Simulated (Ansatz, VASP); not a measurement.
## Two plane-wave programs on BP

```
B P
1.0
     3.21373    0.00000    0.00000
    -1.60687    2.78317    0.00000
     0.00000    0.00000   23.80000
B P
1 1
Direct
  0.33333 0.66667 0.29412
  0.66667 0.33333 0.29412
```

Alike in both runs: functional PBE; k mesh 12 × 12 × 1; occupations gaussian, width 0.03 eV; no spin polarisation.

Ansatz relaxed the structure, and its values are those at the end. VASP's run is a single point on that final structure, the one shown.

|  | VASP | Ansatz |
| --- | --- | --- |
| version | VASP 6.6.1 | Ansatz 0.2.0 |
| potentials or method | VASP PAW PBE potentials, release 64 (B, P), cutoff 420 eV | scalar-relativistic, plane waves, PAW |
| valence electrons in the cell | 8 | 8 |

```csv
,VASP,Ansatz,Ansatz less VASP
gap on the k mesh at the Fermi level (eV),0.91,0.90,-0.013
least direct gap on the mesh (eV),0.91,0.90,-0.013
```

Ansatz's warnings: slab cell height set, structure snapped to symmetry.
